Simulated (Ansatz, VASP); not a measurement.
Two plane-wave programs on Ca3Sn3N2

```
Ca Sn N
1.0
    10.28027    0.00000    0.00000
    -5.14014    8.90298    0.00000
     0.00000    0.00000    4.16089
Ca Sn N
3 3 2
Direct
  0.33333 0.66667 0.50000
  0.66667 0.33333 0.50000
  0.00000 0.00000 0.00000
  0.50000 0.00000 0.50000
  0.00000 0.50000 0.50000
  0.50000 0.50000 0.50000
  0.33333 0.66667 0.00000
  0.66667 0.33333 0.00000
```

Alike in both runs: functional PBE; k mesh 3 × 3 × 4; occupations gaussian, width 0.2 eV; no spin polarisation.

Ansatz relaxed the structure, and its values are those at the end. VASP's run is a single point on that final structure, the one shown.

|  | VASP | Ansatz |
| --- | --- | --- |
| version | VASP 6.6.1 | Ansatz 0.2.0 |
| potentials or method | VASP PAW PBE potentials, release 64 (Ca_sv, Sn_d, N), cutoff 520 eV | scalar-relativistic, plane waves, PAW |
| valence electrons in the cell | 82 | 82 |

|  | VASP | Ansatz | Ansatz less VASP |
| --- | --- | --- | --- |
| gap on the k mesh at the Fermi level (eV) | none | none | - |
| pressure (GPa) | 0.4 | 0.4 | -0.06 |

A gap of «none» marks a metal or a gap that the smearing closes. With one functional, cell and mesh, what is left measures potentials, basis and numerics.

The k mesh is coarse, so the values compare programs but aren't converged.
